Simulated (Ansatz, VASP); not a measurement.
Te2Mo: VASP beside Ansatz

File POSCAR:

```
Te2Mo
1.0
    0.0000000000      3.3148317929      3.3148317929
    3.3148317929      0.0000000000      3.3148317929
    3.3148317929      3.3148317929      0.0000000000
Mo Te
1 2
Direct
    0.0000000000      0.0000000000      0.0000000000
    0.2500000000      0.2500000000      0.2500000000
    0.7500000000      0.7500000000      0.7500000000
```

The input INCAR.step1:

```
SYSTEM = Te2Mo
PREC     = Accurate       ! precision mode
ENCUT    = 400            ! plane-wave cutoff, eV
EDIFF    = 1E-5           ! SCF threshold, eV
ISMEAR   = -1             ! smearing method
SIGMA    = 0.02           ! smearing width, eV
LREAL    = .FALSE.        ! projectors in reciprocal space
LASPH    = .TRUE.         ! aspherical terms in the spheres
NELM     = 120            ! most SCF steps
ALGO     = Normal         ! electronic algorithm
ISIF     = 2              ! what is computed and relaxed
LWAVE    = .TRUE.         ! write WAVECAR
LCHARG   = .FALSE.        ! write CHGCAR
GGA      = PE             ! functional
NBANDS   = 20             ! bands
GGA_COMPAT= .FALSE.
```

File INCAR.step2:

```
SYSTEM = Te2Mo
PREC     = Accurate       ! precision mode
ENCUT    = 400            ! plane-wave cutoff, eV
EDIFF    = 1E-6           ! SCF threshold, eV
ISMEAR   = -1             ! smearing method
SIGMA    = 0.02           ! smearing width, eV
LREAL    = .FALSE.        ! projectors in reciprocal space
LASPH    = .TRUE.         ! aspherical terms in the spheres
NELM     = 120            ! most SCF steps
ALGO     = Normal         ! electronic algorithm
ISIF     = 2              ! what is computed and relaxed
LWAVE    = .FALSE.        ! write WAVECAR
LCHARG   = .FALSE.        ! write CHGCAR
GGA      = PE             ! functional
LHFCALC  = .TRUE.         ! exact exchange
AEXX     = 0.3            ! exact-exchange fraction
HFSCREEN = 0.5            ! screening, 1/A
PRECFOCK = Normal       
ISTART   = 1            
NBANDS   = 20             ! bands
GGA_COMPAT= .FALSE.
```

Contents of KPOINTS:

```
regular mesh
0
G
  4 4 4
  0 0 0
```

Input for Ansatz:

```yaml
crystal:
  lattice:
    - [0.0, 3.3148317929, 3.3148317929]
    - [3.3148317929, 0.0, 3.3148317929]
    - [3.3148317929, 3.3148317929, 0.0]
  atoms:
    - { symbol: Mo, position: [0.0, 0.0, 0.0] }
    - { symbol: Te, position: [0.25, 0.25, 0.25] }
    - { symbol: Te, position: [0.75, 0.75, 0.75] }
kpoints:
  mp_grid: { grid: [4, 4, 4] }
hamiltonian:
  xc: { exchange: pbe, correlation: pbe, exx: { coeff: 0.3, omega: 0.5 } }
scf:
  occupations: { method: fermi_dirac, width: 0.02 }
  n_extra_bands: 4
output:
  forces: true
  stress: true
  eigenvalues: true
```

Alike in both runs: task single point; functional PBE-based screened hybrid; k mesh 4 × 4 × 4; occupations fermi-dirac, width 0.02 eV; no spin polarisation.

|  | VASP | Ansatz |
| --- | --- | --- |
| version | VASP 6.6.1 | Ansatz 0.2.0 |
| potentials or method | VASP PAW PBE potentials, release 64 (Mo_sv, Te) | plane waves |
| plane-wave cutoff (eV) | 400 | 420 |
| valence electrons in the cell | 26 | 46 |

```csv
,VASP,Ansatz,Ansatz less VASP
pressure (GPa),-1.4,-1.0,+0.39
```

VASP's potentials were made for PBE, not for PBE-based screened hybrid. The functional is the same, so the differences come from potentials, cutoffs and numerics. VASP's potentials hold 26 valence electrons a cell and Ansatz's 46, so a difference there can come from the potentials and not from the codes. Ansatz's warnings: filled band counts differ across k points, stress exchange threshold loose, stress scf threshold loose.

The k mesh is coarse, so the values compare programs but aren't converged. Spin-orbit coupling is off throughout.
